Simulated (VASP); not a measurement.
Set up this calculation in VASP 6.6.1, as the native input.

| Quantity | Value |
| --- | --- |
| Task | single point |
| Functional | PBEsol |
| Potentials or basis | VASP PAW PBE potentials, release 64 (N, B) |
| Cutoff | 520 eV |
| k mesh | 13 × 13 × 9 |
| Occupations | fermi-dirac, width 0.05 eV |
| Spin | no spin polarisation |
| Dipole correction | no |
| Further INCAR settings | ALGO = Normal; EDIFF = 1e-06; NBANDS = 11 |

The structure of BN lies in POSCAR:

```
BN
1.0
    2.5572306852      0.0000000000      0.0000000000
   -1.2711622815      2.2189130743      0.0000000000
   -0.6430342018     -1.1094565371      3.0818205403
N B
1 1
Direct
    0.6685060000      0.3323850000      0.9849990000
    0.9796430000      0.9834990000      0.0018060000
```

This cell differs from its parent crystal: volume scaled by 1.06.

These files were run (other wordings do the same):

INCAR

```
SYSTEM = BN
PREC = Accurate
ENCUT = 520
EDIFF = 1E-6
ISMEAR = -1
SIGMA = 0.05
LREAL = .FALSE.
LASPH = .TRUE.
NELM = 60
ALGO = Normal
ISIF = 2
LWAVE = .FALSE.
LCHARG = .FALSE.
GGA = PS
NBANDS = 11
```

KPOINTS

```
Automatic mesh
0
G
  13 13 9
  0 0 0
```

Potentials or basis: VASP PAW PBE potentials, release 64 (N, B).

The run is started by

```bash
$ cat potpaw_PBE.64/N/POTCAR potpaw_PBE.64/B/POTCAR > POTCAR
$ mpirun -np 1 vasp_std > vasp.out
```

Results of the run:

| Quantity | Value |
| --- | --- |
| Pressure | -12.3 GPa |
| Largest force | 2.400 eV/Å |
| Band gap on the k mesh | 2.73 eV, indirect (least direct gap 4.33 eV) |

Caveat: the PAW data sets were made with another functional, which shifts forces and pressure a little.

It took 2.3 min on 1 thread of Intel(R) Xeon(R) Platinum 8259CL CPU @ 2.50GHz (Skylake/Cascade Lake), with other jobs on the host, peak memory 0.24 GiB.
